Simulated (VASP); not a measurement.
## PbS: electric field gradients with LDA

The system is PbS.

```
CELL_PARAMETERS angstrom
-0.08895 2.92053 2.92053
2.92053 -0.08895 2.92053
2.92053 2.92053 -0.08895
ATOMIC_POSITIONS crystal
Pb 0.00000 0.00000 0.00000
S 0.50000 0.50000 0.50000
```

This cell differs from its parent crystal: equal xy, yz and zx shear strains of -3 %.

```json
{"Program": "VASP 6.6.1", "Task": "electric field gradients", "Functional": "LDA", "Potentials or basis": "VASP PAW LDA potentials, release 64 (Pb_d, S)", "Cutoff": "520 eV", "k mesh": "8 × 8 × 8", "Occupations": "fermi-dirac, width 0.01 eV", "Spin": "no spin polarisation", "Dipole correction": "no", "Further INCAR settings": "ALGO = Normal; EDIFF = 1e-08; NBANDS = 17"}
```

The pressure is -2.6 GPa. The band gap on the k mesh is zero (band 10 reaches 5.67 eV, above the bottom of band 11 at 5.59 eV).

Stress tensor (GPa, compression positive):
```
-2.55  0.56  0.56
 0.56 -2.55  0.56
 0.56  0.56 -2.55
```

Levels at points of the mesh, in eV from the Fermi level:
```tsv
k point	band 7	band 8	band 9	band 10	band 11	band 12	band 13	band 14
(0.00, 0.00, 0.00)	-6.16	-2.34	-2.34	-2.01	4.99	5.03	5.03	6.38
(0.50, 0.00, 0.00)	-9.06	-1.84	-1.73	-0.01	0.19	1.76	1.99	8.40
(0.50, 0.50, 0.00)	-7.35	-5.33	-3.68	-3.38	3.67	5.17	5.49	5.70
(0.50, 0.50, 0.50)	-8.83	-1.93	-1.93	-0.25	-0.09	1.51	1.51	8.46
```

Electric field gradients, principal values (V/Å²):
```
atom   least  middle  greatest (by size)
1 Pb  -1.371  -1.371               2.742
 2 S   4.676   4.676              -9.353
```

Run time: 35 s on 1 thread of Intel(R) Xeon(R) Platinum 8488C (Sapphire Rapids), with other jobs on the host, peak memory 0.18 GiB.

Caveat: the cell differs from its parent crystal (equal xy, yz and zx shear strains of -3 %); without QUAD_EFG the Cq values of the log hold for a quadrupole moment of 1 mb, not for the nuclei; spin-orbit coupling is left out, which moves the levels of the heavy elements.
